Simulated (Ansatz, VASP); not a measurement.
# Two plane-wave programs on GaN

```xyz
2
Lattice="0.0000 2.2441 2.2441 2.2441 0.0000 2.2441 2.2441 2.2441 0.0000" Properties=species:S:1:pos:R:3 pbc="T T T"
Ga    0.0000    0.0000    0.0000
N     3.3661    3.3661    3.3661
```

Alike in both runs: functional r2SCAN; dispersion rVV10; k mesh 7 × 7 × 7; no spin polarisation.

Ansatz relaxed the structure, and its values are those at the end. VASP's run is a single point on that final structure, the one shown.

|  | VASP | Ansatz |
| --- | --- | --- |
| version | VASP 6.6.1 | Ansatz 0.2.0 |
| potentials or method | VASP PAW PBE potentials, release 64 (Ga_d, N_h), cutoff 1460 eV | plane waves, PAW |
| occupations | gaussian, width 0.01 eV | fixed |
| valence electrons in the cell | 18 | 18 |

VASP gave:

| Quantity | Value |
| --- | --- |
| pressure (GPa) | 1.0 |

Question: Estimate Ansatz's values.

Answer: Pressure (GPa): 0.0.

VASP's potentials were made for PBE, not for r2SCAN.
